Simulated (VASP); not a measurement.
**Pt: single point with r2SCAN**

Crystal: Pt.

```
Pt
1.0
     0.00000    1.96090    1.96090
     1.96090    0.00000    1.96090
     1.96090    1.96090    0.00000
Pt
1
Direct
  0.00000 0.00000 0.00000
```

```
Program             : VASP 6.6.1
Task                : single point
Functional          : r2SCAN
Potentials or basis : VASP PAW PBE potentials, release 64 (Pt)
Cutoff              : 520 eV
k mesh              : 12 × 12 × 12
Occupations         : fermi-dirac, width 0.05 eV
Spin                : no spin polarisation
```

The pressure is 4.9 GPa and the band gap on the k mesh is zero (band 5 reaches 11.56 eV, above the bottom of band 6 at 9.18 eV).

Levels at points of the mesh, in eV from the Fermi level:
```
           k point  band 3  band 4  band 5  band 6  band 7  band 8
(0.00, 0.00, 0.00)   -3.93   -3.93   -1.76   -1.76   15.46   20.63
(0.50, 0.00, 0.00)   -4.03   -0.33    0.01    0.01    6.14   15.10
(0.50, 0.50, 0.00)   -0.07    0.51    0.51    1.93    9.33   12.00
```

Run time: 2.4 min on 1 thread of AMD EPYC 7R13, on a shared host, peak memory 0.12 GiB.

Caveat: the PAW data sets were made with another functional, which shifts forces and pressure a little; spin-orbit coupling is left out, which moves the levels of the heavy elements.
